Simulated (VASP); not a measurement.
# Ta4O (P4/mmm) in VASP: a series of runs

Ta4O is run at these levels: PBEsol+D3(BJ), PBEsol+D4; tasks: single point.

All numbers are computed with VASP 6.6.1; they aren't measurements. Logs are shortened: lines on timing, memory, paths and dates and some standing lists are left out, and cuts for length are marked.

## 1. The cell of the first run

It takes space group P4/mmm (No. 123, tetragonal). The conventional cell has a = 3.257 Å, b = 3.257 Å, c = 7.409 Å, α = 90.00°, β = 90.00°, γ = 90.00°. Ta (site symmetry 4/mmm) has 12 Ta at 2.81 to 3.26 Å within 3.7 Å. Ta (site symmetry 4mm) has 1 O at 2.10 Å within 2.8 Å. Ta (site symmetry 4/mmm) has 4 O at 2.30 Å within 3.0 Å. Within 2.8 Å of O (site symmetry 4/mmm) lie 6 Ta at 2.10 to 2.30 Å.

## 2. Single point, PBEsol+D3(BJ)

Input file INCAR:

```
PREC = Accurate
ENCUT = 520
EDIFF = 1E-6
ISMEAR = -1
SIGMA = 0.05
LREAL = F
LASPH = T
NELM = 100
ALGO = Normal
ISIF = 2
LWAVE = F
LCHARG = F
GGA = PS
IVDW = 12
NBANDS = 33
```

Input file KPOINTS:

```
Automatic mesh
0
Gamma
  8 8 4
```

Input file POSCAR:

```
Ta4O
1.0
    3.2574970000      0.0000000000      0.0000000000
    0.0000000000      3.2574970000      0.0000000000
    0.0000000000      0.0000000000      7.4093410000
Ta O
4 1
Direct
    0.0000000000      0.0000000000      0.0000000000
    0.5000000000      0.5000000000      0.2168420000
    0.5000000000      0.5000000000      0.7831580000
    0.0000000000      0.0000000000      0.5000000000
    0.5000000000      0.5000000000      0.5000000000
```

Potentials or basis: VASP PAW PBE potentials, release 64 (Ta_pv, O).

Started as:

```bash
$ cat potpaw_PBE.64/Ta_pv/POTCAR potpaw_PBE.64/O/POTCAR > POTCAR
$ mpirun -np 1 vasp_std > vasp.out
```

OUTCAR:

```text
PREC = Accurate
   ENCUT = 520
   EDIFF = 1E-6
   ISMEAR = -1
   LREAL = F
   LASPH = T
   NELM = 100
   ISIF = 2
   GGA = PS
   IVDW = 12
 IVDW          = 12

 ion  position               nearest neighbor table
   1  0.000  0.000  0.000-   2 2.81   3 2.81   2 2.81   3 2.81   2 2.81   3 2.81   2 2.81   3 2.81

   2  0.500  0.500  0.217-   5 2.10   1 2.81   1 2.81   1 2.81   1 2.81   4 3.12   4 3.12   4 3.12
                             4 3.12   3 3.21
   3  0.500  0.500  0.783-   5 2.10   1 2.81   1 2.81   1 2.81   1 2.81   4 3.12   4 3.12   4 3.12
                             4 3.12   2 3.21
   4  0.000  0.000  0.500-   5 2.30   5 2.30   5 2.30   5 2.30   3 3.12   3 3.12   2 3.12   3 3.12
                             2 3.12   2 3.12   3 3.12   2 3.12
   5  0.500  0.500  0.500-   2 2.10   3 2.10   4 2.30   4 2.30   4 2.30   4 2.30

  LATTYP: Found a simple tetragonal cell.
 ALAT       =     3.2574970000
 C/A-ratio  =     2.2745503680

  Lattice vectors:

 A1 = (   3.2574970000,   0.0000000000,   0.0000000000)
 A2 = (   0.0000000000,   3.2574970000,   0.0000000000)
 A3 = (   0.0000000000,   0.0000000000,   7.4093410000)

Analysis of symmetry for initial positions (statically):
=====================================================================
 Subroutine PRICEL returns:
 Original cell was already a primitive cell.

 Routine SETGRP: Setting up the symmetry group for a
 simple tetragonal supercell.

 Subroutine GETGRP returns: Found 16 space group operations
 (whereof 16 operations were pure point group operations)
 out of a pool of 16 trial point group operations.

The static configuration has the point symmetry D_4h.

Analysis of symmetry for dynamics (positions and initial velocities):
=====================================================================
 Subroutine PRICEL returns:
 Original cell was already a primitive cell.

 Routine SETGRP: Setting up the symmetry group for a
 simple tetragonal supercell.

 Subroutine GETGRP returns: Found 16 space group operations
 (whereof 16 operations were pure point group operations)
 out of a pool of 16 trial point group operations.

The dynamic configuration has the point symmetry D_4h.

 Subroutine INISYM returns: Found 16 space group operations
 (whereof 16 operations are pure point group operations),
 and found     1 'primitive' translations

[... 100 lines left out ...]
   EDIFF  = 0.1E-05   stopping-criterion for ELM
   LREAL  =      F    real-space projection
   EDIFFG = 0.1E-04   stopping-criterion for IOM
   NSW    =      0    number of steps for IOM
   IBRION =     -1    ionic relax: 0-MD 1-quasi-New 2-CG
   NFREE  =      0    steps in history (QN), initial steepest desc. (CG)
   ISIF   =      2    stress and relaxation
   ISYM   =      2    0-nonsym 1-usesym 2-fastsym
   POTIM  = 0.5000    time-step for ionic-motion
   TEBEG  =    0.0;   TEEND  =   0.0 temperature during run
   PSTRESS=    0.0 pullay stress
   NELECT =      50.0000    total number of electrons
   NUPDOWN=      -1.0000    fix difference up-down
   EMIN   =  10.00;   EMAX   =-10.00  energy-range for DOS
   EFERMI =   0.00;   METHOD = LEGACY
   ISMEAR =    -1;   SIGMA  =   0.05  broadening in eV -4-tet -1-fermi 0-gaus
   EFERMI_NEDOS =   21; number of points for ismear=-14 and -15
   IALGO  =     38    algorithm
   IMIX   =      4    mixing-type and parameters
     AMIX     =   0.40;   BMIX     =  1.00
     AMIX_MAG =   1.60;   BMIX_MAG =  1.00
  volume/ion in A,a.u.               =      15.72       106.11
  Fermi-wavevector in a.u.,A,eV,Ry     =   1.407826  2.660405 26.966391  1.981974
  Thomas-Fermi vector in A             =   2.530046
   LORBIT       =      0    0 simple, 1 ext, 2 COOP (PROOUT), +10 PAW based schemes
   GGA     = PS    functional components
   LHFCALC =     F    Hartree Fock is set to
   AEXX    =    0.0000 exact exchange contribution
   IVDW    =    12    specifies the selected vdW correction
   LEPSILON=     F    determine dielectric tensor
   LRPA    =     F    only Hartree local field effects (RPA)
 non-spin polarized calculation
  energy-cutoff  :      520.00
  volume of cell :       78.62
 maximum number of plane-waves:      2144
   NGX = 13   NGY = 13   NGZ = 27

 number of electron      50.0000004 magnetization

 Free energy of the ion-electron system (eV)
  ---------------------------------------------------
  ext. energy  EPLUGINS =         0.00000000
  ---------------------------------------------------
  free energy    TOTEN  =       -58.50188427 eV

  energy without entropy =      -58.48391191  energy(sigma->0) =      -58.49289809

 E-fermi :   6.2549     XC(G=0): -12.7298

 val. band max:        6.2539079821   @ k =   0.5000   0.2500   0.0000
 cond. band min:       6.2935791496   @ k =   0.5000   0.5000   0.5000
 fundamental gap:      0.0396711676
 Fermi energy:         6.2549449724

 k-point     1 :       0.0000    0.0000    0.0000
  band No.  band energies     occupation
      1     -29.3376      2.00000
      2     -29.3376      2.00000
      3     -28.9320      2.00000
      4     -28.3317      2.00000
      5     -28.2111      2.00000
      6     -27.9958      2.00000
[... 853 lines left out ...]
     32       9.7510      0.00000
     33      10.1784      0.00000

 [... further k-points ...]

------------------------ aborting loop because EDIFF is reached ----------------------------------------

 Edisp (eV)   -2.91344

 E8    (eV) :    -2.1310

  FORCE on cell =-STRESS in cart. coord.  units (eV):
  Direction    XX          YY          ZZ          XY          YZ          ZX
  --------------------------------------------------------------------------------------
  -------------------------------------------------------------------------------------
  Total      -6.68626    -6.68626    -6.89951     0.00000    -0.00000     0.00000
  in kB    -136.25306  -136.25306  -140.59871     0.00000    -0.00000     0.00000
  external pressure =     -137.70 kB  Pullay stress =        0.00 kB

 VOLUME and BASIS-vectors are now :
 -----------------------------------------------------------------------------
  energy-cutoff  :      520.00
  volume of cell :       78.62
      direct lattice vectors                 reciprocal lattice vectors
     3.257497000  0.000000000  0.000000000     0.306984166  0.000000000  0.000000000
     0.000000000  3.257497000  0.000000000     0.000000000  0.306984166  0.000000000
     0.000000000  0.000000000  7.409341000     0.000000000  0.000000000  0.134964769

 POSITION                                       TOTAL-FORCE (eV/Angst)
 -----------------------------------------------------------------------------------
      0.00000      0.00000      0.00000        -0.000000      0.000000      0.000000
      1.62875      1.62875      1.60666         0.000000      0.000000     -0.002346
      1.62875      1.62875      5.80268        -0.000000     -0.000000      0.002346
      0.00000      0.00000      3.70467        -0.000000      0.000000      0.000000
      1.62875      1.62875      3.70467        -0.000000      0.000000      0.000000
 -----------------------------------------------------------------------------------
    total drift:                                0.000000     -0.000000      0.000000

  FREE ENERGIE OF THE ION-ELECTRON SYSTEM (eV)
  ---------------------------------------------------
  free  energy   TOTEN  =       -61.4153245210 eV

  energy  without entropy=      -61.3973521633  energy(sigma->0) =      -61.40633834
```

OSZICAR:

```text
N       E                     dE             d eps       ncg     rms          rms(c)
DAV:   1     0.488149389487E+03    0.48815E+03   -0.27620E+04  2970   0.159E+03
DAV:   2    -0.370672185104E+02   -0.52522E+03   -0.50912E+03  3332   0.466E+02
DAV:   3    -0.625383428351E+02   -0.25471E+02   -0.24813E+02  3712   0.945E+01
DAV:   4    -0.630758165508E+02   -0.53747E+00   -0.53164E+00  3689   0.131E+01
DAV:   5    -0.630901165087E+02   -0.14300E-01   -0.14266E-01  3865   0.165E+00    0.306E+01
DAV:   6    -0.602109128065E+02    0.28792E+01   -0.27395E+01  3856   0.348E+01    0.151E+01
DAV:   7    -0.596174252319E+02    0.59349E+00   -0.18877E+01  3975   0.175E+01    0.106E+01
DAV:   8    -0.585453425321E+02    0.10721E+01   -0.36972E+00  3763   0.112E+01    0.261E+00
DAV:   9    -0.585042687146E+02    0.41074E-01   -0.41630E-01  3770   0.408E+00    0.714E-01
DAV:  10    -0.585028654845E+02    0.14032E-02   -0.28604E-02  3693   0.115E+00    0.420E-01
DAV:  11    -0.585021717056E+02    0.69378E-03   -0.68305E-03  4011   0.566E-01    0.108E-01
DAV:  12    -0.585019077393E+02    0.26397E-03   -0.16381E-03  3842   0.287E-01    0.493E-02
DAV:  13    -0.585019086822E+02   -0.94287E-06   -0.28796E-04  3963   0.940E-02    0.330E-02
DAV:  14    -0.585018844635E+02    0.24219E-04   -0.11451E-04  3911   0.667E-02    0.597E-03
DAV:  15    -0.585018842687E+02    0.19480E-06   -0.60286E-06  3403   0.140E-02
   1 F= -.61415325E+02 E0= -.61406338E+02  d E =-.179724E-01
```

stdout:

```text
POSCAR found type information on POSCAR TaO
 POSCAR found :  2 types and       5 ions
 scaLAPACK will be used
 -----------------------------------------------------------------------------
|                                                                             |
|                                                                             |
|     You enforced a specific xc type in the INCAR file but a different       |
|     I HOPE YOU KNOW WHAT YOU ARE DOING!                                     |
|                                                                             |
 -----------------------------------------------------------------------------

 LDA part: xc-table for (Slater+PW92), standard interpolation
 POSCAR, INCAR and KPOINTS ok, starting setup
 FFT: planning ... GRIDC
 FFT: planning ... GRID_SOFT
 FFT: planning ... GRID
 WAVECAR not read
 entering main loop
```

Run time: 40 s. Hardware: 1 thread of Intel Xeon 6975P-C (Granite Rapids), shared host; peak memory 0.24 GiB.

Results:

```yaml
Free_energy: -61.4153 eV
Pressure: -13.8 GPa
Band_gap_on_the_k_mesh: zero (band 25 reaches 6.62 eV, above the bottom of band 26 at 5.81 eV)
Dispersion_energy_per_atom: -0.583 eV
```

Forces on the atoms (eV/Å):
```
Ta   0.000  0.000  0.000
Ta   0.000  0.000 -0.002
Ta   0.000  0.000  0.002
Ta   0.000  0.000  0.000
O    0.000  0.000  0.000
```

Stress tensor (GPa, compression positive):
```
-13.63   0.00   0.00
  0.00 -13.63   0.00
  0.00   0.00 -14.06
```

Caveat: three body term missing; the PAW data sets were made with another functional, which shifts forces and pressure a little; spin-orbit coupling is left out, which moves the levels of the heavy elements; pairwise dispersion overbinds metals, which lowers pressure and volume.

## 3. Single point, PBEsol+D3(BJ)

This run uses another cell than the first one, of 14.73 Å³/atom, 0.937 times its volume.

Input file INCAR:

```
PREC = Accurate
ENCUT = 520
EDIFF = 1E-6
ISMEAR = -1
SIGMA = 0.05
LREAL = False
LASPH = True
NELM = 80
ALGO = Normal
ISIF = 2
LWAVE = False
LCHARG = False
GGA = PS
IVDW = 12
NBANDS = 33
```

Input file KPOINTS:

```
regular mesh
0
Gamma
  8 8 4
```

Input file POSCAR:

```
Ta4O
1.0
    3.1767541408      0.0000000000      0.0000000000
    0.0000000000      3.1767541408      0.0000000000
    0.0000000000      0.0000000000      7.2975244458
Ta O
4 1
Direct
    0.0000000000      0.0000000000      0.0000000000
    0.5000000000      0.5000000000      0.2166380601
    0.5000000000      0.5000000000      0.7833619399
    0.0000000000      0.0000000000      0.5000000000
    0.5000000000      0.5000000000      0.5000000000
```

Potentials or basis: VASP PAW PBE potentials, release 64 (Ta_pv, O).

Started as:

```bash
$ cat potpaw_PBE.64/Ta_pv/POTCAR potpaw_PBE.64/O/POTCAR > POTCAR
$ mpirun -np 1 vasp_std > vasp.out
```

Wall time 39 s (1 thread of Intel Xeon 6975P-C (Granite Rapids), shared host); peak memory 0.24 GiB.

Results (log left out):

| Quantity | Value |
| --- | --- |
| Free energy | -61.6323 eV |
| Pressure | 0.5 GPa |
| Largest force | 0.036 eV/Å |
| Band gap on the k mesh | zero (band 25 reaches 7.23 eV, above the bottom of band 26 at 6.33 eV) |
| Dispersion energy per atom | -0.622 eV |

Forces on the atoms (eV/Å):
```
Ta   0.000  0.000  0.000
Ta   0.000  0.000 -0.036
Ta   0.000  0.000  0.036
Ta   0.000  0.000  0.000
O    0.000  0.000  0.000
```

Stress tensor (GPa, compression positive):
```
0.38 0.00 0.00
0.00 0.38 0.00
0.00 0.00 0.60
```

Levels at points of the mesh, in eV from the Fermi level:
```csv
k point,band 22,band 23,band 24,band 25,band 26,band 27,band 28,band 29
"(0.00, 0.00, 0.00)",-1.79,-0.56,-0.56,-0.02,0.52,1.11,1.11,1.25
"(0.50, 0.00, 0.00)",-1.22,-1.01,-0.70,0.16,0.96,0.98,1.55,1.80
"(0.50, 0.50, 0.00)",-1.58,-1.58,-0.62,-0.62,1.91,2.49,3.05,3.05
"(0.00, 0.00, 0.50)",-0.77,-0.61,-0.61,0.34,0.69,0.69,0.77,1.18
"(0.50, 0.00, 0.50)",-1.29,-1.12,-0.53,-0.47,1.09,1.43,1.52,1.88
"(0.50, 0.50, 0.50)",-1.88,-1.88,0.24,0.24,1.92,2.05,2.05,3.09
```

Caveat: the PAW data sets were made with another functional, which shifts forces and pressure a little; spin-orbit coupling is left out, which moves the levels of the heavy elements; pairwise dispersion overbinds metals, which lowers pressure and volume.

(Part 1 of 2 ends here.)
